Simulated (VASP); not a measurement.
## V: single point with PBE

V:

```
V
1.0
    -1.49819    1.49819    1.49819
     1.49819   -1.49819    1.49819
     1.49819    1.49819   -1.49819
V
1
Direct
  0.00000 0.00000 0.00000
```

```yaml
Program: VASP 6.6.1
Task: single point
Functional: PBE
Potentials_or_basis: VASP PAW PBE potentials, release 64 (V_sv)
Cutoff: 520 eV
k_mesh: 25 × 25 × 25
Occupations: methfessel-paxton, width 0.1 eV
Spin: no spin polarisation
Dipole_correction: no
Further_INCAR_settings: ALGO = Normal; EDIFF = 1e-06; NBANDS = 12
```

```yaml
Pressure: 0.2 GPa
```

Levels at points of the mesh, in eV from the Fermi level:
```
           k point  band 4  band 5  band 6  band 7  band 8  band 9  band 10  band 11
(0.00, 0.00, 0.00)  -37.02   -6.59    0.41    0.41    0.41    2.43     2.43    20.50
```

It took 48 s on 1 thread of Intel(R) Xeon(R) Platinum 8259CL CPU @ 2.50GHz (Skylake/Cascade Lake) (shared host), peak memory 0.18 GiB.
